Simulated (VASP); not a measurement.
# SnO2 (I4/mmm) in VASP: single point with PBE

Aim: the single point of SnO2 with PBE.

Program: VASP 6.6.1. These are calculated values, not measurements. Logs are shortened: lines on timing, memory, paths and dates and some standing lists are left out, and cuts for length are marked.

## 1. The cell of the first run

Symmetry: I4/mmm, No. 139, tetragonal system. The conventional cell has a = 3.473 Å, b = 3.473 Å, c = 5.375 Å, α = 90.00°, β = 90.00°, γ = 90.00°. Within 2.9 Å of Sn (site symmetry 4/mmm) lie 8 O at 2.20 Å. Within 2.9 Å of O (site symmetry -4m2) lie 4 Sn at 2.20 Å and 6 O at 2.46 to 2.69 Å.

## 2. Single point, PBE (strained)

Contents of INCAR:

```
SYSTEM = SnO2
PREC = Accurate ; ENCUT = 520
EDIFF = 1E-6 ; ISMEAR = 0
SIGMA = 0.1 ; LREAL = .FALSE.
LASPH = .TRUE. ; NELM = 80
ALGO = Normal ; ISIF = 2
LWAVE = .FALSE. ; LCHARG = .FALSE.
GGA = PE ; NBANDS = 20
```

Contents of KPOINTS:

```
Automatic mesh
0
G
  12 12 12
  0 0 0
```

Contents of POSCAR:

```
SnO2
1.0
    0.0000000000      2.6875413075      2.4558678075
    2.4558678075      0.0000000000      2.4558678075
    2.4558678075      2.6875413075      0.0000000000
Sn O
1 2
Direct
    0.0000000000      0.0000000000      0.0000000000
    0.2500000000      0.2500000000      0.2500000000
    0.7500000000      0.7500000000      0.7500000000
```

Potentials or basis: VASP PAW PBE potentials, release 64 (Sn_d, O).

Launch:

```
cat potpaw_PBE.64/Sn_d/POTCAR potpaw_PBE.64/O/POTCAR > POTCAR
mpirun -np 1 vasp_std > vasp.out
```

OUTCAR:

```text
SYSTEM = SnO2
   PREC = Accurate
   ENCUT = 520
   EDIFF = 1E-6
   ISMEAR = 0
   LREAL = .FALSE.
   LASPH = .TRUE.
   NELM = 80
   ISIF = 2
   GGA = PE

 ion  position               nearest neighbor table
   1  0.000  0.000  0.000-   3 2.20   3 2.20   3 2.20   2 2.20   3 2.20   2 2.20   2 2.20   2 2.20

   2  0.250  0.250  0.250-   1 2.20   1 2.20   1 2.20   1 2.20
   3  0.750  0.750  0.750-   1 2.20   1 2.20   1 2.20   1 2.20

  LATTYP: Found a body centered tetragonal cell.
 ALAT       =     3.4731215608
 C/A-ratio  =     1.5476229441

  Lattice vectors:

 A1 = (   0.0000000000,  -2.6875413075,   2.4558678075)
 A2 = (   0.0000000000,  -2.6875413075,  -2.4558678075)
 A3 = (   2.4558678075,   2.6875413075,   0.0000000000)

Analysis of symmetry for initial positions (statically):
=====================================================================
 Subroutine PRICEL returns:
 Original cell was already a primitive cell.

 Routine SETGRP: Setting up the symmetry group for a
 body centered tetragonal supercell.

 Subroutine GETGRP returns: Found 16 space group operations
 (whereof 16 operations were pure point group operations)
 out of a pool of 16 trial point group operations.

The static configuration has the point symmetry D_4h.

Analysis of symmetry for dynamics (positions and initial velocities):
=====================================================================
 Subroutine PRICEL returns:
 Original cell was already a primitive cell.

 Routine SETGRP: Setting up the symmetry group for a
 body centered tetragonal supercell.

 Subroutine GETGRP returns: Found 16 space group operations
 (whereof 16 operations were pure point group operations)
 out of a pool of 16 trial point group operations.

The dynamic configuration has the point symmetry D_4h.

 Subroutine INISYM returns: Found 16 space group operations
 (whereof 16 operations are pure point group operations),
 and found     1 'primitive' translations

----------------------------------------------------------------------------------------

                                     Primitive cell

  volume of cell :      32.4187

  direct lattice vectors                    reciprocal lattice vectors
     0.000000000  2.687541308  2.455867808    -0.203594020  0.186043652  0.203594020
     2.455867808  0.000000000  2.455867808     0.203594020 -0.186043652  0.203594020
     2.455867808  2.687541308  0.000000000     0.203594020  0.186043652 -0.203594020

  length of vectors
     3.640627002  3.473121561  3.640627002     0.342802116  0.342802116  0.342802116

  position of ions in fractional coordinates (direct lattice)
     0.000000000  0.000000000  0.000000000
     0.250000000  0.250000000  0.250000000
     0.750000000  0.750000000  0.750000000

  ion indices of the primitive-cell ions
   primitive index   ion index
                 1           1
                 2           2
                 3           3

----------------------------------------------------------------------------------------

 KPOINTS: Automatic mesh

Automatic generation of k-mesh.
 Grid dimensions read from file:
 generate k-points for:   12   12   12

 Generating k-lattice:

  Cartesian coordinates                     Fractional coordinates (reciprocal lattice)
    -0.016966168  0.015503638  0.016966168     0.083333333  0.000000000  0.000000000
     0.016966168 -0.015503638  0.016966168    -0.000000000  0.083333333 -0.000000000
     0.016966168  0.015503638 -0.016966168     0.000000000  0.000000000  0.083333333

  Length of vectors
     0.028566843  0.028566843  0.028566843

  Shift w.r.t. Gamma in fractional coordinates (k-lattice)
     0.000000000  0.000000000  0.000000000

 Subroutine IBZKPT returns following result:
 ===========================================

 Found    163 irreducible k-points:

 Following reciprocal coordinates:
            Coordinates               Weight
  0.000000  0.000000  0.000000      1.000000
  0.083333  0.000000  0.000000      8.000000
  0.166667  0.000000  0.000000      8.000000
  0.250000  0.000000  0.000000      8.000000
  0.333333  0.000000  0.000000      8.000000
  0.416667  0.000000  0.000000      8.000000
[... 16 lines left out ...]
  0.500000  0.166667  0.000000     16.000000
 -0.416667  0.166667  0.000000     16.000000
 [... further k-points ...]
   k-points           NKPTS =    163   k-points in BZ     NKDIM =    163   number of bands    NBANDS=     20
   number of dos      NEDOS =    301   number of ions     NIONS =      3
   total plane-waves  NPLWV =  21952
   dimension x,y,z NGX =    28 NGY =   28 NGZ =   28
   dimension x,y,z NGXF=    56 NGYF=   56 NGZF=   56
   ions per type =               1   2
   NGX,Y,Z   is equivalent  to a cutoff of  12.79, 13.40, 12.79 a.u.
   NGXF,Y,Z  is equivalent  to a cutoff of  25.57, 26.81, 25.57 a.u.
 SYSTEM =  SnO2
   PREC   = accura    normal or accurate (medium, high low for compatibility)
   ISTART =      0    job   : 0-new  1-cont  2-samecut
   ICHARG =      2    charge: 1-file 2-atom 10-const
   ISPIN  =      1    spin polarized calculation?
   LNONCOLLINEAR =      F non collinear calculations
   LSORBIT =      F    spin-orbit coupling
   LASPH  =      T    aspherical Exc in radial PAW
   ENCUT  =  520.0 eV  38.22 Ry    6.18 a.u.   6.77  6.46  6.77*2*pi/ulx,y,z
   NELM   =     80;   NELMIN=  2; NELMDL= -5     # of ELM steps
   EDIFF  = 0.1E-05   stopping-criterion for ELM
   LREAL  =      F    real-space projection
   EDIFFG = 0.1E-04   stopping-criterion for IOM
   NSW    =      0    number of steps for IOM
   IBRION =     -1    ionic relax: 0-MD 1-quasi-New 2-CG
   NFREE  =      0    steps in history (QN), initial steepest desc. (CG)
   ISIF   =      2    stress and relaxation
   ISYM   =      2    0-nonsym 1-usesym 2-fastsym
   POTIM  = 0.5000    time-step for ionic-motion
   TEBEG  =    0.0;   TEEND  =   0.0 temperature during run
   PSTRESS=    0.0 pullay stress
   NELECT =      26.0000    total number of electrons
   NUPDOWN=      -1.0000    fix difference up-down
   EMIN   =  10.00;   EMAX   =-10.00  energy-range for DOS
   EFERMI =   0.00;   METHOD = LEGACY
   ISMEAR =     0;   SIGMA  =   0.10  broadening in eV -4-tet -1-fermi 0-gaus
   EFERMI_NEDOS =   21; number of points for ismear=-14 and -15
   IALGO  =     38    algorithm
   IMIX   =      4    mixing-type and parameters
     AMIX     =   0.40;   BMIX     =  1.00
     AMIX_MAG =   1.60;   BMIX_MAG =  1.00
  volume/ion in A,a.u.               =      10.81        72.92
  Fermi-wavevector in a.u.,A,eV,Ry     =   1.521018  2.874307 31.477004  2.313495
  Thomas-Fermi vector in A             =   2.629790
   LORBIT       =      0    0 simple, 1 ext, 2 COOP (PROOUT), +10 PAW based schemes
   GGA     = PE    functional components
   LHFCALC =     F    Hartree Fock is set to
   AEXX    =    0.0000 exact exchange contribution
   IVDW    =     0    specifies the selected vdW correction
   LEPSILON=     F    determine dielectric tensor
   LRPA    =     F    only Hartree local field effects (RPA)
 non-spin polarized calculation
 Gauss-broadening in eV      SIGMA  =   0.10
  energy-cutoff  :      520.00
  volume of cell :       32.42
 maximum number of plane-waves:       901
   NGX = 13   NGY = 13   NGZ = 13

 number of electron      25.9999990 magnetization

 Free energy of the ion-electron system (eV)
  ---------------------------------------------------
  ext. energy  EPLUGINS =         0.00000000
  ---------------------------------------------------
  free energy    TOTEN  =       -17.60745784 eV

  energy without entropy =      -17.60730530  energy(sigma->0) =      -17.60738157

 E-fermi :   8.5968     XC(G=0): -11.9497

 val. band max:        8.5291304067   @ k =  -0.2500   0.5000   0.2500
 cond. band min:       8.9831447429   @ k =   0.0833   0.0000   0.0000
 fundamental gap:      0.4540143363
 Fermi energy:         8.5967922332

 k-point     1 :       0.0000    0.0000    0.0000
  band No.  band energies     occupation
      1     -12.5692      2.00000
      2     -12.4590      2.00000
      3     -12.4590      2.00000
      4     -12.3644      2.00000
      5     -12.3433      2.00000
      6     -11.6254      2.00000
[... 12 lines left out ...]
     19      22.6650      0.00000
     20      24.6924      0.00000

 k-point     2 :       0.0833    0.0000    0.0000
  band No.  band energies     occupation
      1     -12.5736      2.00000
      2     -12.4780      2.00000
      3     -12.4536      2.00000
      4     -12.3657      2.00000
      5     -12.3394      2.00000
      6     -11.5543      2.00000
[... 12 lines left out ...]
     19      22.7543      0.00000
     20      24.6798      0.00000

 k-point     3 :       0.1667    0.0000    0.0000
  band No.  band energies     occupation
      1     -12.6260      2.00000
      2     -12.5005      2.00000
      3     -12.4406      2.00000
      4     -12.3673      2.00000
      5     -12.3277      2.00000
      6     -11.3271      2.00000
[... 12 lines left out ...]
     19      23.4349      0.00000
     20      24.6373      0.00000

 k-point     4 :       0.2500    0.0000    0.0000
  band No.  band energies     occupation
      1     -12.7449      2.00000
      2     -12.4937      2.00000
      3     -12.4300      2.00000
      4     -12.3624      2.00000
      5     -12.3114      2.00000
      6     -10.9386      2.00000
[... 12 lines left out ...]
     19      24.3558      0.00000
     20      24.5312      0.00000

 k-point     5 :       0.3333    0.0000    0.0000
  band No.  band energies     occupation
      1     -12.8703      2.00000
      2     -12.4833      2.00000
      3     -12.4290      2.00000
      4     -12.3476      2.00000
      5     -12.2926      2.00000
      6     -10.4193      2.00000
[... 12 lines left out ...]
     19      24.2699      0.00000
     20      24.2926      0.00000

 k-point     6 :       0.4167    0.0000    0.0000
  band No.  band energies     occupation
      1     -12.9606      2.00000
      2     -12.4775      2.00000
      3     -12.4324      2.00000
      4     -12.3326      2.00000
      5     -12.2764      2.00000
      6      -9.8394      2.00000
[... 12 lines left out ...]
     19      23.7877      0.00000
     20      23.9365      0.00000

 k-point     7 :       0.5000    0.0000    0.0000
  band No.  band energies     occupation
      1     -12.9931      2.00000
      2     -12.4759      2.00000
      3     -12.4341      2.00000
      4     -12.3265      2.00000
      5     -12.2700      2.00000
      6      -9.4601      2.00000
[... 12 lines left out ...]
     19      23.5721      0.00000
     20      23.7379      0.00000
[... 277 lines left out ...]
 k-point    20 :       0.2500    0.1667    0.0000
  band No.  band energies     occupation
      1     -12.7139      2.00000
      2     -12.4932      2.00000
      3     -12.4251      2.00000
      4     -12.3929      2.00000
      5     -12.3082      2.00000
      6     -10.9607      2.00000
[... 12 lines left out ...]
     19      23.7816      0.00000
     20      26.2730      0.00000

 k-point    21 :       0.3333    0.1667    0.0000
  band No.  band energies     occupation
      1     -12.8045      2.00000
      2     -12.4933      2.00000
      3     -12.4284      2.00000
      4     -12.3971      2.00000
      5     -12.2924      2.00000
      6     -10.5318      2.00000
[... 12 lines left out ...]
     19      23.9405      0.00000
     20      26.8377      0.00000

 k-point    22 :       0.4167    0.1667    0.0000
  band No.  band energies     occupation
      1     -12.8824      2.00000
      2     -12.5101      2.00000
      3     -12.4284      2.00000
      4     -12.3935      2.00000
      5     -12.2800      2.00000
      6      -9.9882      2.00000
[... 12 lines left out ...]
     19      24.0329      0.00000
     20      26.7739      0.00000

 k-point    23 :       0.5000    0.1667    0.0000
  band No.  band energies     occupation
      1     -12.9251      2.00000
      2     -12.5305      2.00000
      3     -12.4285      2.00000
      4     -12.3853      2.00000
      5     -12.2763      2.00000
      6      -9.4134      2.00000
[... 12 lines left out ...]
     19      23.9150      0.00000
     20      26.8505      0.00000

 k-point    24 :      -0.4167    0.1667    0.0000
  band No.  band energies     occupation
      1     -12.9177      2.00000
      2     -12.5493      2.00000
      3     -12.4291      2.00000
      4     -12.3783      2.00000
      5     -12.2829      2.00000
      6      -9.2636      2.00000
[... 12 lines left out ...]
     19      23.6122      0.00000
     20      26.9890      0.00000

 [... further k-points ...]

------------------------ aborting loop because EDIFF is reached ----------------------------------------

  FORCE on cell =-STRESS in cart. coord.  units (eV):
  Direction    XX          YY          ZZ          XY          YZ          ZX
  --------------------------------------------------------------------------------------
  -------------------------------------------------------------------------------------
  Total        5.1610957     -3.2526824      5.1610957      0.0000000      0.0000000      0.0000000
  in kB      255.0688218   -160.7522745    255.0688218      0.0000000      0.0000000      0.0000000
  external PRESSURE =     116.4617897 kB  Pullay stress =       0.0000000 kB

 VOLUME and BASIS-vectors are now :
 -----------------------------------------------------------------------------
  energy-cutoff  :      520.00
  volume of cell :       32.42
      direct lattice vectors                 reciprocal lattice vectors
     0.000000000  2.687541308  2.455867808    -0.203594020  0.186043652  0.203594020
     2.455867808  0.000000000  2.455867808     0.203594020 -0.186043652  0.203594020
     2.455867808  2.687541308  0.000000000     0.203594020  0.186043652 -0.203594020

 POSITION                                       TOTAL-FORCE (eV/Angst)
 -----------------------------------------------------------------------------------
      0.00000      0.00000      0.00000        -0.000000      0.000000      0.000000
      1.22793      1.34377      1.22793        -0.000000      0.000000     -0.000000
      3.68380      4.03131      3.68380         0.000000     -0.000000      0.000000
 -----------------------------------------------------------------------------------
    total drift:                                0.000000      0.000000      0.000000

  FREE ENERGIE OF THE ION-ELECTRON SYSTEM (eV)
  ---------------------------------------------------
  free  energy   TOTEN  =       -17.6074578426 eV

  energy  without entropy=      -17.6073052972  energy(sigma->0) =      -17.60738157
```

It took 71 s on 1 thread of AMD EPYC 7R13 (Zen 3), shared host; peak memory 0.2 GiB.

What came out:

```
Free energy            : -17.6075 eV
Pressure               : 11.6 GPa
Band gap on the k mesh : zero (bands 13 and 14 overlap by 0.34 eV)
```

Caveat: the cell differs from its parent crystal (strained); the cell stands under pressure; semilocal functionals underestimate gaps, so a narrow gap can read as zero; spin-orbit coupling is left out, which moves the levels of the heavy elements.
